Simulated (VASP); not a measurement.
# GaAs5 (P-62m) in VASP: a series of runs

The runs below take GaAs5 through single point, with PBE.

Program: VASP 6.6.1. These are calculated values, not measurements. Logs are shortened: lines on timing, memory, paths and dates and some standing lists are left out, and cuts for length are marked.

## 1. The cell of the first run

The structure is hexagonal, space group P-62m (No. 189). Conventional cell: a = 5.085 Å, b = 5.085 Å, c = 5.224 Å, α = 90.00°, β = 90.00°, γ = 120.00°. Within 3.9 Å of Ga (site symmetry -62m) lie 12 As at 2.94 to 3.16 Å. As (site symmetry m2m) has 10 As at 2.87 to 3.09 Å and 2 Ga at 3.16 Å within 3.8 Å. As (site symmetry -6) has 3 Ga at 2.94 Å and 9 As at 2.94 to 3.09 Å within 3.9 Å.

## 2. Single point, PBE

File INCAR:

```
SYSTEM = GaAs5
  ALGO = Normal
  EDIFF = 1E-7
  ENCUT = 520
  GGA = PE
  ISIF = 2
  ISMEAR = 0
  LASPH = .True.
  LCHARG = .False.
  LREAL = .False.
  LWAVE = .False.
  NBANDS = 28
  NELM = 60
  PREC = Accurate
  SIGMA = 0.1
```

File KPOINTS:

```
k-points
0
Gamma
  3 3 4
  0 0 0
```

File POSCAR:

```
GaAs5
1.0
    5.0850895804     -0.0000000024      0.0000000000
   -2.5425447881      4.4038167584      0.0000000000
    0.0000000000      0.0000000000      5.2236265640
Ga As
1 5
Direct
    0.0000000000      0.0000000000      0.5000000000
    0.0000000000      0.6506044834      0.0000000000
    0.3333333333      0.6666666667      0.5000000000
    0.6506044834      0.0000000000      0.0000000000
    0.6666666667      0.3333333333      0.5000000000
    0.3493955166      0.3493955166      0.0000000000
```

Potentials or basis: VASP PAW PBE potentials, release 64 (Ga_d, As).

Command:

```console
$ cat potpaw_PBE.64/Ga_d/POTCAR potpaw_PBE.64/As/POTCAR > POTCAR
$ mpirun -np 1 vasp_std > vasp.out
```

OUTCAR:

```text
SYSTEM = GaAs5
   EDIFF = 1E-7
   ENCUT = 520
   GGA = PE
   ISIF = 2
   ISMEAR = 0
   LASPH = .True.
   LREAL = .False.
   NELM = 60
   PREC = Accurate

 ion  position               nearest neighbor table
   1  0.000  0.000  0.500-
   2  0.000  0.651  0.000-   6 2.87   6 2.87   4 2.87   4 2.87
   3  0.333  0.667  0.500-
   4  0.651  0.000  0.000-   6 2.87   2 2.87   6 2.87   2 2.87
   5  0.667  0.333  0.500-
   6  0.349  0.349  0.000-   2 2.87   4 2.87   2 2.87   4 2.87

  LATTYP: Found a hexagonal cell.
 ALAT       =     5.0850895804
 C/A-ratio  =     1.0272437646

  Lattice vectors:

 A1 = (   5.0850895804,  -0.0000000024,   0.0000000000)
 A2 = (  -2.5425447881,   4.4038167584,   0.0000000000)
 A3 = (   0.0000000000,   0.0000000000,   5.2236265640)

Analysis of symmetry for initial positions (statically):
=====================================================================
 Subroutine PRICEL returns:
 Original cell was already a primitive cell.

 Routine SETGRP: Setting up the symmetry group for a
 hexagonal supercell.

 Subroutine GETGRP returns: Found 12 space group operations
 (whereof 12 operations were pure point group operations)
 out of a pool of 24 trial point group operations.

The static configuration has the point symmetry D_3h.

Analysis of symmetry for dynamics (positions and initial velocities):
=====================================================================
 Subroutine PRICEL returns:
 Original cell was already a primitive cell.

 Routine SETGRP: Setting up the symmetry group for a
 hexagonal supercell.

 Subroutine GETGRP returns: Found 12 space group operations
 (whereof 12 operations were pure point group operations)
 out of a pool of 24 trial point group operations.

The dynamic configuration has the point symmetry D_3h.

 Subroutine INISYM returns: Found 12 space group operations
 (whereof 12 operations are pure point group operations),
 and found     1 'primitive' translations

----------------------------------------------------------------------------------------

                                     Primitive cell

  volume of cell :     116.9769

  direct lattice vectors                    reciprocal lattice vectors
     5.085089580 -0.000000002  0.000000000     0.196653370  0.113537876  0.000000000
    -2.542544788  4.403816758  0.000000000     0.000000000  0.227075752  0.000000000
     0.000000000  0.000000000  5.223626564     0.000000000  0.000000000  0.191437881

  length of vectors
     5.085089580  5.085089580  5.223626564     0.227075752  0.227075752  0.191437881

  position of ions in fractional coordinates (direct lattice)
     0.000000000  0.000000000  0.500000000
     1.000000000  0.650604483  0.000000000
     0.333333333  0.666666667  0.500000000
     0.650604483  0.000000000  0.000000000
     0.666666667  0.333333333  0.500000000
     0.349395517  0.349395517  0.000000000

  ion indices of the primitive-cell ions
   primitive index   ion index
                 1           1
                 2           2
                 3           3
                 4           4
                 5           5
                 6           6

----------------------------------------------------------------------------------------

 KPOINTS: k-points

Automatic generation of k-mesh.
 Grid dimensions read from file:
 generate k-points for:    3    3    4

 Generating k-lattice:

  Cartesian coordinates                     Fractional coordinates (reciprocal lattice)
     0.065551123  0.037845959  0.000000000     0.333333333 -0.000000000  0.000000000
     0.000000000  0.075691917  0.000000000     0.000000000  0.333333333  0.000000000
     0.000000000  0.000000000  0.047859470     0.000000000  0.000000000  0.250000000

  Length of vectors
     0.075691917  0.075691917  0.047859470

  Shift w.r.t. Gamma in fractional coordinates (k-lattice)
     0.000000000  0.000000000  0.000000000

 Subroutine IBZKPT returns following result:
 ===========================================

 Found      9 irreducible k-points:

 Following reciprocal coordinates:
            Coordinates               Weight
  0.000000  0.000000  0.000000      1.000000
  0.333333  0.000000  0.000000      6.000000
  0.333333  0.333333  0.000000      2.000000
  0.000000  0.000000  0.250000      2.000000
  0.333333  0.000000  0.250000     12.000000
  0.333333  0.333333  0.250000      4.000000
  0.000000  0.000000  0.500000      1.000000
  0.333333  0.000000  0.500000      6.000000
  0.333333  0.333333  0.500000      2.000000
   k-points           NKPTS =      9   k-points in BZ     NKDIM =      9   number of bands    NBANDS=     28
   number of dos      NEDOS =    301   number of ions     NIONS =      6
   total plane-waves  NPLWV =  64000
   dimension x,y,z NGX =    40 NGY =   40 NGZ =   40
   dimension x,y,z NGXF=    80 NGYF=   80 NGZF=   80
   ions per type =               1   5
   NGX,Y,Z   is equivalent  to a cutoff of  13.08, 13.08, 12.73 a.u.
   NGXF,Y,Z  is equivalent  to a cutoff of  26.15, 26.15, 25.46 a.u.
 SYSTEM =  GaAs5
   PREC   = accura    normal or accurate (medium, high low for compatibility)
   ISTART =      0    job   : 0-new  1-cont  2-samecut
   ICHARG =      2    charge: 1-file 2-atom 10-const
   ISPIN  =      1    spin polarized calculation?
   LNONCOLLINEAR =      F non collinear calculations
   LSORBIT =      F    spin-orbit coupling
   LASPH  =      T    aspherical Exc in radial PAW
   ENCUT  =  520.0 eV  38.22 Ry    6.18 a.u.   9.45  9.45  9.71*2*pi/ulx,y,z
   NELM   =     60;   NELMIN=  2; NELMDL= -5     # of ELM steps
   EDIFF  = 0.1E-06   stopping-criterion for ELM
   LREAL  =      F    real-space projection
   EDIFFG = 0.1E-05   stopping-criterion for IOM
   NSW    =      0    number of steps for IOM
   IBRION =     -1    ionic relax: 0-MD 1-quasi-New 2-CG
   NFREE  =      0    steps in history (QN), initial steepest desc. (CG)
   ISIF   =      2    stress and relaxation
   ISYM   =      2    0-nonsym 1-usesym 2-fastsym
   POTIM  = 0.5000    time-step for ionic-motion
   TEBEG  =    0.0;   TEEND  =   0.0 temperature during run
   PSTRESS=    0.0 pullay stress
   NELECT =      38.0000    total number of electrons
   NUPDOWN=      -1.0000    fix difference up-down
   EMIN   =  10.00;   EMAX   =-10.00  energy-range for DOS
   EFERMI =   0.00;   METHOD = LEGACY
   ISMEAR =     0;   SIGMA  =   0.10  broadening in eV -4-tet -1-fermi 0-gaus
   EFERMI_NEDOS =   21; number of points for ismear=-14 and -15
   IALGO  =     38    algorithm
   IMIX   =      4    mixing-type and parameters
     AMIX     =   0.40;   BMIX     =  1.00
     AMIX_MAG =   1.60;   BMIX_MAG =  1.00
  volume/ion in A,a.u.               =      19.50       131.57
  Fermi-wavevector in a.u.,A,eV,Ry     =   1.125389  2.126677 17.231787  1.266501
  Thomas-Fermi vector in A             =   2.262066
   LORBIT       =      0    0 simple, 1 ext, 2 COOP (PROOUT), +10 PAW based schemes
   GGA     = PE    functional components
   LHFCALC =     F    Hartree Fock is set to
   AEXX    =    0.0000 exact exchange contribution
   IVDW    =     0    specifies the selected vdW correction
   LEPSILON=     F    determine dielectric tensor
   LRPA    =     F    only Hartree local field effects (RPA)
 non-spin polarized calculation
 Gauss-broadening in eV      SIGMA  =   0.10
  energy-cutoff  :      520.00
  volume of cell :      116.98
 maximum number of plane-waves:      3199
 NGX is ok and might be reduce to    40
   NGX = 19   NGY = 19   NGZ = 19

 number of electron      37.9999979 magnetization

 Free energy of the ion-electron system (eV)
  ---------------------------------------------------
  ext. energy  EPLUGINS =         0.00000000
  ---------------------------------------------------
  free energy    TOTEN  =       -23.96646328 eV

  energy without entropy =      -23.95254132  energy(sigma->0) =      -23.95950230

 E-fermi :   6.0069     XC(G=0): -10.6861

 val. band max:        5.9460165530   @ k =   0.3333   0.0000   0.5000
 cond. band min:       6.1680856482   @ k =   0.3333   0.0000   0.0000
 fundamental gap:      0.2220690952
 Fermi energy:         6.0068670058

 k-point     1 :       0.0000    0.0000    0.0000
  band No.  band energies     occupation
      1      -8.6037      2.00000
      2      -8.5284      2.00000
      3      -8.5284      2.00000
      4      -8.5253      2.00000
      5      -8.5170      2.00000
      6      -8.5170      2.00000
[... 20 lines left out ...]
     27      11.4268      0.00000
     28      11.4278      0.00000

 k-point     2 :       0.3333    0.0000    0.0000
  band No.  band energies     occupation
      1      -8.5519      2.00000
      2      -8.5389      2.00000
      3      -8.5214      2.00000
      4      -8.5194      2.00000
      5      -8.5174      2.00000
      6      -7.8100      2.00000
[... 20 lines left out ...]
     27      11.2065      0.00000
     28      11.2841      0.00000

 k-point     3 :       0.3333    0.3333    0.0000
  band No.  band energies     occupation
      1      -8.5409      2.00000
      2      -8.5358      2.00000
      3      -8.5358      2.00000
      4      -8.5191      2.00000
      5      -8.5191      2.00000
      6      -6.5740      2.00000
[... 20 lines left out ...]
     27      10.5229      0.00000
     28      12.6826      0.00000

 k-point     4 :       0.0000    0.0000    0.2500
  band No.  band energies     occupation
      1      -8.5692      2.00000
      2      -8.5279      2.00000
      3      -8.5279      2.00000
      4      -8.5189      2.00000
      5      -8.5189      2.00000
      6      -8.2769      2.00000
[... 113 lines left out ...]
     27      11.7748      0.00000
     28      13.6464      0.00000

 k-point     8 :       0.3333    0.0000    0.5000
  band No.  band energies     occupation
      1      -8.5479      2.00000
      2      -8.5322      2.00000
      3      -8.5314      2.00000
      4      -8.5221      2.00000
      5      -8.5207      2.00000
      6      -6.9607      2.00000
[... 20 lines left out ...]
     27      10.2919      0.00000
     28      10.4259      0.00000

 k-point     9 :       0.3333    0.3333    0.5000
  band No.  band energies     occupation
      1      -8.5322      2.00000
      2      -8.5322      2.00000
      3      -8.5321      2.00000
      4      -8.5283      2.00000
      5      -8.5283      2.00000
      6      -5.6390      2.00000
[... 20 lines left out ...]
     27       9.3485      0.00000
     28      11.7279      0.00000

------------------------ aborting loop because EDIFF is reached ----------------------------------------

  FORCE on cell =-STRESS in cart. coord.  units (eV):
  Direction    XX          YY          ZZ          XY          YZ          ZX
  --------------------------------------------------------------------------------------
  -------------------------------------------------------------------------------------
  Total       -0.0289604     -0.0289604      0.1345557     -0.0000000     -0.0000000      0.0000000
  in kB       -0.3966566     -0.3966566      1.8429458     -0.0000000     -0.0000000      0.0000000
  external PRESSURE =       0.3498775 kB  Pullay stress =       0.0000000 kB

 VOLUME and BASIS-vectors are now :
 -----------------------------------------------------------------------------
  energy-cutoff  :      520.00
  volume of cell :      116.98
      direct lattice vectors                 reciprocal lattice vectors
     5.085089580 -0.000000002  0.000000000     0.196653370  0.113537876  0.000000000
    -2.542544788  4.403816758  0.000000000     0.000000000  0.227075752  0.000000000
     0.000000000  0.000000000  5.223626564     0.000000000  0.000000000  0.191437881

 POSITION                                       TOTAL-FORCE (eV/Angst)
 -----------------------------------------------------------------------------------
      0.00000      0.00000      2.61181         0.000000      0.000000     -0.000000
     -1.65419      2.86514      0.00000         0.005904     -0.010226      0.000000
      0.00000      2.93588      2.61181         0.000000      0.000000     -0.000000
      3.30838     -0.00000      0.00000        -0.011808      0.000000     -0.000000
      2.54254      1.46794      2.61181         0.000000      0.000000     -0.000000
      0.88835      1.53867      0.00000         0.005904      0.010226     -0.000000
 -----------------------------------------------------------------------------------
    total drift:                                0.000000      0.000000      0.000000

  FREE ENERGIE OF THE ION-ELECTRON SYSTEM (eV)
  ---------------------------------------------------
  free  energy   TOTEN  =       -23.9664632786 eV

  energy  without entropy=      -23.9525413150  energy(sigma->0) =      -23.95950230
```

Run time: 21 s. Hardware: 1 thread of Intel Xeon Platinum 8559C (Emerald Rapids), shared host; peak memory 0.25 GiB.

What came out:

```
Free energy            : -23.9665 eV
Pressure               : 0.0 GPa
Largest force          : 0.012 eV/Å
Band gap on the k mesh : zero (band 19 reaches 6.39 eV, above the bottom of band 20 at 4.40 eV)
```

Forces on the atoms (eV/Å):
```
Ga   0.000  0.000  0.000
As   0.006 -0.010  0.000
As   0.000  0.000  0.000
As  -0.012  0.000  0.000
As   0.000  0.000  0.000
As   0.006  0.010  0.000
```

Stress tensor (GPa, compression positive):
```
-0.04  0.00  0.00
 0.00 -0.04  0.00
 0.00  0.00  0.18
```

Caveat: the k points lie up to 0.48 Å⁻¹ apart.

(Continued in part 2 of 2.)
